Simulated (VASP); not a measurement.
Crystal: Sr.

```xyz
3
Lattice="5.6246 0.0000 0.0000 -2.8123 4.8711 0.0000 0.0000 0.0000 6.3813" Properties=species:S:1:pos:R:3 pbc="T T T"
Sr    1.2678    0.0000    2.1271
Sr   -0.6339    1.0979    4.2542
Sr    2.1784    3.7731    0.0000
```

* Program: VASP 6.6.1
* Task: relaxation of cell and atoms
* Functional: PBEsol
* Potentials or basis: VASP PAW PBE potentials, release 64 (Sr_sv)
* Cutoff: 600 eV
* k mesh: 6 × 6 × 4
* Occupations: gaussian, width 0.1 eV
* Spin: no spin polarisation

At the start: pressure 0.6 GPa; volume 58.28 Å³/atom.

**Question.** How do energy, volume and symmetry change on relaxing?

**Answer.** Over 25 steps the energy falls by 1044.8 meV/atom and the volume is 51.88 Å³/atom (-11.0 %); space group P3_121 (No. 152, to 0.1 Å) before and after.

Step by step:
| step | energy change (eV) | largest force (eV/Å) | pressure (GPa) | volume (Å³) |
| --- | --- | --- | --- | --- |
| 1 | 0.0000 | 2.3447 | 0.55 | 174.84 |
| 2 | -0.8025 | 1.7154 | 0.04 | 179.79 |
| 3 | -1.8222 | 0.4459 | -0.98 | 191.43 |
| 4 | -1.9430 | 0.1672 | -1.15 | 195.18 |
| 5 | -2.0014 | 0.0426 | -1.28 | 199.09 |
| 6 | -2.3558 | 0.0880 | -0.64 | 172.50 |
| 7 | -1.7856 | 0.0839 | 9.95 | 102.06 |
| 8 | -2.5922 | 0.0904 | 0.58 | 150.85 |
| 9 | -2.6173 | 0.1120 | 2.69 | 132.59 |
| 10 | -2.6367 | 0.1054 | 1.77 | 139.35 |
| 11 | -2.7943 | 0.0951 | 2.35 | 135.62 |
| 12 | -2.6204 | 0.0117 | 4.66 | 121.00 |
| 13 | -2.8785 | 0.0728 | 3.13 | 130.42 |
| 14 | -3.0742 | 0.0572 | 1.37 | 142.24 |
| 15 | -3.1109 | 0.0413 | -0.08 | 157.26 |
| 16 | -3.1171 | 0.0450 | 0.24 | 153.21 |
| 17 | -3.1171 | 0.0455 | 0.28 | 152.74 |
| 18 | -3.1233 | 0.0468 | 0.16 | 153.92 |
| 19 | -3.1282 | 0.0499 | -0.13 | 157.38 |
| 20 | -3.1288 | 0.0491 | -0.06 | 156.47 |
| 21 | -3.1295 | 0.0481 | -0.03 | 156.05 |
| 22 | -3.1304 | 0.0445 | 0.08 | 154.79 |
| 23 | -3.1309 | 0.0427 | 0.09 | 154.88 |
| 24 | -3.1322 | 0.0369 | 0.05 | 155.13 |
| 25 | -3.1343 | 0.0245 | 0.01 | 155.64 |

Final structure:
```
CELL_PARAMETERS angstrom
4.21352 0.00000 0.00000
-2.10676 3.64901 0.00000
0.00000 0.00000 10.12287
ATOMIC_POSITIONS crystal
Sr 0.34254 0.00000 0.33333
Sr 0.00000 0.34254 0.66667
Sr 0.65746 0.65746 0.00000
```

Caveat: a cell axis changed by over 15 % at a fixed basis, so the end point is rough; the PAW data sets were made with another functional, which shifts forces and pressure a little.
